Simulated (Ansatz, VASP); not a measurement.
Hf2F: VASP beside Ansatz

File INCAR:

```
SYSTEM = Hf2F
ALGO = Normal
EDIFF = 1E-6
EDIFFG = -0.04
ENCUT = 600
GGA = PE
IBRION = 2
ISIF = 3
ISMEAR = 0
LASPH = .TRUE.
LCHARG = .FALSE.
LREAL = .FALSE.
LWAVE = .FALSE.
NELM = 100
NSW = 90
PREC = Accurate
SIGMA = 0.1
```

File KPOINTS:

```
k-points
0
G
  6 6 4
  0 0 0
```

The input POSCAR:

```
Hf2F
1.0
    3.6809971178      0.0000000000      0.0000000000
   -1.8404985589      3.1878370153      0.0000000000
    0.0000000000      0.0000000000      3.9744985491
Hf F
2 1
Direct
    0.3333333333      0.6666666667      0.5000000000
    0.6666666667      0.3333333333      0.5000000000
    0.0000000000      0.0000000000      0.0000000000
```

Input for Ansatz:

```yaml
crystal:
  lattice:
    - [3.6809971178, 0.0, 0.0]
    - [-1.8404985589, 3.1878370153, 0.0]
    - [0.0, 0.0, 3.9744985491]
  atoms:
    - { symbol: Hf, position: [0.3333333333, 0.6666666667, 0.5] }
    - { symbol: Hf, position: [0.6666666667, 0.3333333333, 0.5] }
    - { symbol: F, position: [0.0, 0.0, 0.0] }
basis:
  ecutwfc: 420
kpoints:
  mp_grid: { grid: [6, 6, 4] }
hamiltonian:
  xc: pbe
scf:
  occupations: { method: gaussian, width: 0.1 }
  lower_state_search: "off"
output:
  forces: true
  stress: true
  eigenvalues: true
relax:
  adjacent_minimum: "off"
  f_tol: 0.04
  max_steps: 70
  cell: { stress_tol: 0.4 }
```

Alike in both runs: task relaxation of cell and atoms; functional PBE; k mesh 6 × 6 × 4; occupations gaussian, width 0.1 eV; no spin polarisation.

|  | VASP | Ansatz |
| --- | --- | --- |
| version | VASP 6.6.1 | Ansatz 0.2.0 |
| potentials or method | VASP PAW PBE potentials, release 64 (Hf_pv, F), cutoff 600 eV | scalar-relativistic, plane waves, PAW |
| valence electrons in the cell | 27 | 59 |

```tsv
	VASP	Ansatz	Ansatz less VASP
gap on the k mesh at the Fermi level, each at its own relaxed structure (eV)	none	none	-
relaxed volume (Å³/atom)	19.44	20.75	+1.308
relaxed cell length with the largest relative difference (Å)	4.894	5.064	+0.1699
```

A gap of «none» marks a metal or a gap that the smearing closes. One of these differences is far larger than is usual between the two programs; its cause wasn't traced. VASP's potentials hold 27 valence electrons a cell and Ansatz's 59, so a difference there can come from the potentials and not from the codes.

The k mesh is coarse, so the values compare programs but aren't converged. Neither program's run includes spin-orbit coupling. Noted on VASP's run: the volume moved by over 15 % at a fixed basis, so the end points are rough.
